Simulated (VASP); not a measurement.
# Zn18H (a cell with a defect) in VASP: single point with PBE

Aim: the single point of Zn18H (a cell with a defect) with PBE.

Everything below comes from runs of VASP 6.6.1. Logs are shortened: lines on timing, memory, paths and dates and some standing lists are left out, and cuts for length are marked.

## Step 1: The cell of the first run

The cell holds a defect, 19 atoms: a = 6.850 Å, b = 6.850 Å, c = 6.850 Å, α = 70.40°, β = 70.40°, γ = 70.40°.

## Step 2: Single point, PBE

INCAR reads:

```
SYSTEM = Zn18H
ALGO     = Fast           ! electronic algorithm
EDIFF    = 1E-7           ! SCF threshold, eV
ENCUT    = 520            ! plane-wave cutoff, eV
GGA      = PE             ! functional
ISIF     = 2              ! what is computed and relaxed
ISMEAR   = 0              ! smearing method
LASPH    = .TRUE.         ! aspherical terms in the spheres
LCHARG   = .TRUE.         ! write CHGCAR
LELF     = .TRUE.         ! ELF
LREAL    = Auto         
LVHAR    = .TRUE.       
LWAVE    = .FALSE.        ! write WAVECAR
NBANDS   = 124            ! bands
NELM     = 80             ! most SCF steps
PREC     = Accurate       ! precision mode
SIGMA    = 0.1            ! smearing width, eV
```

KPOINTS reads:

```
Automatic mesh
0
Gamma
  4 4 4
  0.5 0.5 0.5
```

POSCAR reads:

```
Zn18H
1.0
    0.0000000000     -4.5592968417      5.1118930802
    3.9484668883      2.2796484209      5.1118930802
   -3.9484668883      2.2796484209      5.1118930802
Zn H
18 1
Direct
    0.5322701615      0.1945036626      0.5275742030
    0.1943624251      0.1945121842      0.8654933713
    0.5324887009      0.5277186002      0.1946923808
    0.8448115108      0.1780879629      0.1780816313
    0.1974165572      0.5304778501      0.5305505365
    0.5117544537      0.8448297771      0.8448976515
    0.8617258746      0.5279619402      0.8660293567
    0.1945265720      0.8656805142      0.1946998336
    0.8617252265      0.8659976457      0.5279813883
    0.8105116155      0.4919399094      0.4920609690
    0.4631107799      0.4610898403      0.7961358309
    0.8009430860      0.8024793298      0.1341503113
    0.1584131857      0.4913649264      0.1433521308
    0.4632507464      0.7961341915      0.4612981558
    0.8008301036      0.1340191138      0.8024907193
    0.1283600979      0.7963398699      0.7964837232
    0.4692565921      0.1338498977      0.1338668663
    0.1580373367      0.1430777326      0.4911100294
    0.9803732278      0.3145890138      0.3142349523
```

Potentials or basis: VASP PAW PBE potentials, release 64 (Zn, H).

Command:

```console
$ cat potpaw_PBE.64/Zn/POTCAR potpaw_PBE.64/H/POTCAR > POTCAR
$ mpirun -np 1 vasp_std > vasp.out
```

OUTCAR:

```text
SYSTEM = Zn18H
   EDIFF = 1E-7
   ENCUT = 520
   GGA = PE
   ISIF = 2
   ISMEAR = 0
   LASPH = .TRUE.
   LREAL = Auto
   NELM = 80
   PREC = Accurate

 ion  position               nearest neighbor table
   1  0.532  0.195  0.528-   9 2.60   4 2.63   3 2.63   6 2.65   5 2.65   2 2.67  18 2.80  11 2.83
                            15 2.90  17 3.05
   2  0.194  0.195  0.865-   8 2.60   4 2.63   7 2.63   6 2.65   5 2.65   1 2.67  18 2.80  11 2.83
                            17 2.90  15 3.05
   3  0.532  0.528  0.195-   7 2.60   4 2.63   1 2.63   6 2.65   5 2.65   8 2.67  13 2.80  14 2.83
                            12 2.90
   4  0.845  0.178  0.178-   3 2.63   1 2.63   7 2.63   2 2.63   9 2.63   8 2.63  12 2.81  15 2.81
                            17 2.81
   5  0.197  0.530  0.531-   1 2.65   2 2.65   3 2.65   8 2.65   7 2.65   9 2.65  11 2.81  14 2.81
                            16 2.82  10 2.85  13 2.86  18 2.86
   6  0.512  0.845  0.845-   3 2.65   1 2.65   7 2.65   9 2.65   2 2.65   8 2.65  16 2.89  14 2.89
                            11 2.90
   7  0.862  0.528  0.866-   3 2.60   4 2.63   2 2.63   6 2.65   5 2.65   9 2.67  10 2.80  16 2.83
                            12 2.89
   8  0.195  0.866  0.195-   2 2.60   4 2.63   9 2.63   6 2.65   5 2.65   3 2.67  13 2.80  14 2.83
                            17 2.89  12 3.05
   9  0.862  0.866  0.528-   1 2.60   4 2.63   8 2.63   6 2.65   5 2.65   7 2.67  10 2.80  16 2.83
                            15 2.89
  10  0.811  0.492  0.492-  19 1.85  14 2.60  11 2.60  15 2.66  12 2.66  18 2.75  13 2.75   7 2.80
                             9 2.80   5 2.85
  11  0.463  0.461  0.796-  10 2.60  13 2.60  15 2.63  17 2.63  14 2.65  16 2.65   5 2.81   1 2.83
                             2 2.83   6 2.90
  12  0.801  0.802  0.134-  17 2.62  15 2.62  14 2.63  16 2.63  13 2.66  10 2.66   4 2.81   7 2.89
                             3 2.90   8 3.05
  13  0.158  0.491  0.143-  19 1.85  16 2.60  11 2.60  17 2.66  12 2.66  18 2.75  10 2.75   3 2.80
                             8 2.80   5 2.86
  14  0.463  0.796  0.461-  10 2.60  18 2.60  12 2.63  17 2.63  11 2.65  16 2.65   5 2.81   3 2.83
                             8 2.83   6 2.89
  15  0.801  0.134  0.802-  17 2.62  12 2.62  11 2.63  16 2.63  18 2.66  10 2.66   4 2.81   9 2.89
                             1 2.90   2 3.05
  16  0.128  0.796  0.796-  13 2.60  18 2.60  12 2.63  15 2.63  11 2.65  14 2.65   5 2.82   7 2.83
                             9 2.83   6 2.89
  17  0.469  0.134  0.134-  15 2.62  12 2.62  11 2.63  14 2.63  18 2.66  13 2.66   4 2.81   8 2.89
                             2 2.90   1 3.05
  18  0.158  0.143  0.491-  19 1.85  16 2.60  14 2.60  17 2.66  15 2.66  13 2.75  10 2.75   1 2.80
                             2 2.80   5 2.86
  19  0.980  0.315  0.314-  18 1.85  13 1.85  10 1.85

  LATTYP: Found a trigonal (rhomboedric) cell.
 ALAT       =     6.8497181368
 COS(alpha) =     0.3354286804

  Lattice vectors:

 A1 = (   0.0000000000,  -4.5592968417,   5.1118930802)
 A2 = (   3.9484668883,   2.2796484209,   5.1118930802)
 A3 = (  -3.9484668883,   2.2796484209,   5.1118930802)

Analysis of symmetry for initial positions (statically):
=====================================================================
 Subroutine PRICEL returns:
 Original cell was already a primitive cell.

[... 178 lines left out ...]
  Thomas-Fermi vector in A             =   2.620976
   LORBIT       =      0    0 simple, 1 ext, 2 COOP (PROOUT), +10 PAW based schemes
   GGA     = PE    functional components
   LHFCALC =     F    Hartree Fock is set to
   AEXX    =    0.0000 exact exchange contribution
   IVDW    =     0    specifies the selected vdW correction
   LEPSILON=     F    determine dielectric tensor
   LRPA    =     F    only Hartree local field effects (RPA)
 non-spin polarized calculation
 RMM-DIIS sequential band-by-band and
 Gauss-broadening in eV      SIGMA  =   0.10
  energy-cutoff  :      520.00
  volume of cell :      276.08
 maximum number of plane-waves:      7447
 NGX is ok and might be reduce to    54
   NGX = 25   NGY = 25   NGZ = 25

 number of electron     217.0000005 magnetization

 Free energy of the ion-electron system (eV)
  ---------------------------------------------------
  ext. energy  EPLUGINS =         0.00000000
  ---------------------------------------------------
  free energy    TOTEN  =       -22.32472524 eV

  energy without entropy =      -22.31212968  energy(sigma->0) =      -22.31842746

 E-fermi :   3.3025     XC(G=0): -11.5378

 val. band max:        3.2224093540   @ k =   0.1250   0.3750   0.3750
 cond. band min:       3.3822762711   @ k =   0.1250  -0.3750  -0.3750
 fundamental gap:      0.1598669171
 Fermi energy:         3.3025051964

 k-point     1 :       0.1250    0.1250    0.1250
  band No.  band energies     occupation
      1      -7.4164      2.00000
      2      -5.8629      2.00000
      3      -5.5588      2.00000
      4      -5.3224      2.00000
      5      -5.3219      2.00000
      6      -5.3026      2.00000
[... 2941 lines left out ...]
    119       6.6310      0.00000
    120       6.7437      0.00000

 [... further k-points ...]

 [bands above 120 left out]

------------------------ aborting loop because EDIFF is reached ----------------------------------------

  FORCE on cell =-STRESS in cart. coord.  units (eV):
  Direction    XX          YY          ZZ          XY          YZ          ZX
  --------------------------------------------------------------------------------------
  -------------------------------------------------------------------------------------
  Total        2.4295713      2.4000163      4.3818459      0.0058510     -0.0046993     -0.0017424
  in kB       14.0997318     13.9282126     25.4295278      0.0339559     -0.0272719     -0.0101115
  external PRESSURE =      17.8191574 kB  Pullay stress =       0.0000000 kB

 VOLUME and BASIS-vectors are now :
 -----------------------------------------------------------------------------
  energy-cutoff  :      520.00
  volume of cell :      276.08
      direct lattice vectors                 reciprocal lattice vectors
     0.000000000 -4.559296842  5.111893080     0.000000000 -0.146221378  0.065207415
     3.948466888  2.279648421  5.111893080     0.126631428  0.073110689  0.065207415
    -3.948466888  2.279648421  5.111893080    -0.126631428  0.073110689  0.065207415

 POSITION                                       TOTAL-FORCE (eV/Angst)
 -----------------------------------------------------------------------------------
     -1.31512     -0.78069      6.41209         0.002002     -0.001455      0.002424
     -2.64935      1.53028      6.41220        -0.000239      0.002152      0.002162
      1.31494     -0.78093      6.41491        -0.002381     -0.001732      0.002114
      0.00003     -3.03981      6.13929        -0.000153     -0.000537     -0.015099
     -0.00029      1.51869      6.43304        -0.000035     -0.000212      0.014663
     -0.00027      1.51874     11.25374         0.000059      0.000216     -0.011980
[... 11 lines left out ...]
     -1.37419      0.72519      4.04977        -0.012212     -0.007058      0.000279
      0.00140     -3.03631      8.22604        -0.000316     -0.001302     -0.011014
 -----------------------------------------------------------------------------------
    total drift:                                0.000207      0.000580      0.000770

  FREE ENERGIE OF THE ION-ELECTRON SYSTEM (eV)
  ---------------------------------------------------
  free  energy   TOTEN  =       -22.3247252406 eV

  energy  without entropy=      -22.3121296801  energy(sigma->0) =      -22.31842746
```

OSZICAR:

```text
N       E                     dE             d eps       ncg     rms          rms(c)
DAV:   1     0.201522268045E+04    0.20152E+04   -0.98897E+04  7936   0.278E+03
DAV:   2     0.233369838277E+03   -0.17819E+04   -0.17481E+04  7936   0.645E+02
DAV:   3    -0.121910781682E+02   -0.24556E+03   -0.23877E+03  7960   0.204E+02
DAV:   4    -0.244518196347E+02   -0.12261E+02   -0.12051E+02  8556   0.507E+01
DAV:   5    -0.245768468023E+02   -0.12503E+00   -0.12439E+00  8440   0.417E+00    0.128E+01
RMM:   6    -0.224851602394E+02    0.20917E+01   -0.11306E+01  8213   0.175E+01    0.970E+00
RMM:   7    -0.223709312511E+02    0.11423E+00   -0.46654E-01  8674   0.398E+00    0.468E+00
RMM:   8    -0.223269667125E+02    0.43965E-01   -0.13963E-01  8662   0.112E+00    0.676E-01
RMM:   9    -0.223252441335E+02    0.17226E-02   -0.26576E-02  8534   0.978E-01    0.331E-01
RMM:  10    -0.223246916151E+02    0.55252E-03   -0.43997E-03  8742   0.304E-01    0.514E-02
RMM:  11    -0.223247218985E+02   -0.30283E-04   -0.44424E-04  8772   0.949E-02    0.284E-02
RMM:  12    -0.223247276669E+02   -0.57685E-05   -0.74453E-05  8658   0.438E-02    0.168E-02
RMM:  13    -0.223247258492E+02    0.18178E-05   -0.16194E-05  8850   0.200E-02    0.575E-03
RMM:  14    -0.223247252496E+02    0.59953E-06   -0.20921E-06  8574   0.700E-03    0.136E-03
RMM:  15    -0.223247252406E+02    0.90586E-08   -0.58487E-07  7278   0.356E-03
   1 F= -.22324725E+02 E0= -.22318427E+02  d E =-.125956E-01
```

Wall time 28 min (1 thread of Oxide Virtual Turin-like, shared host); peak memory 0.8 GiB.

What came out:

| Property | Result |
| --- | --- |
| Free energy | -22.3247 eV |
| Pressure | 1.8 GPa |
| Largest force | 0.015 eV/Å |
| Band gap on the k mesh | zero (an odd number of electrons rules out a gap without spin polarisation) |

Forces in eV/Å, atoms in the order of the input:
```
Zn   0.002 -0.001  0.002
Zn   0.000  0.002  0.002
Zn  -0.002 -0.002  0.002
Zn   0.000 -0.001 -0.015
Zn   0.000  0.000  0.015
Zn   0.000  0.000 -0.012
Zn  -0.003 -0.001  0.002
Zn   0.001  0.002  0.002
Zn   0.003 -0.001  0.002
Zn   0.000  0.014  0.000
Zn   0.004  0.003  0.003
Zn  -0.006 -0.003  0.001
Zn   0.012 -0.007  0.000
Zn  -0.004  0.003  0.003
Zn   0.006 -0.003  0.001
Zn   0.000 -0.005  0.002
Zn   0.000  0.008  0.001
Zn  -0.012 -0.007  0.000
H    0.000 -0.001 -0.011
```

The gap in the log of VASP goes by the Fermi energy; the results here count the filled bands.